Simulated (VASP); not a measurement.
HgTe (Coloradoite):

```
Hg Te
1.0
     0.00000    3.14888    3.14888
     3.14888    0.00000    3.14888
     3.14888    3.14888    0.00000
Hg Te
1 1
Direct
  0.00000 0.00000 0.00000
  0.75000 0.75000 0.75000
```

Program: VASP 6.6.1. Alike in all runs: task single point; potentials or basis VASP PAW PBE potentials, release 64 (Hg, Te); no spin polarisation; cell as given; k mesh 7 × 7 × 7; cutoff (eV) 520; smearing fermi-dirac 0.05 eV.

Problem. Order these runs on this cell by their pressure, lowest first.
A. level PBE exchange alone
B. level r2SCAN+D4
C. level PBEsol+D3(BJ)
D. level BLYP
E. level revPBE

Solution. C (3.7 GPa), B (6.6 GPa), E (10.0 GPa), D (12.7 GPa), A (17.8 GPa).

Caveats: the PAW data sets were made with another functional, which shifts forces and pressure a little (some runs); pairwise dispersion overbinds metals, which lowers pressure and volume (some runs).
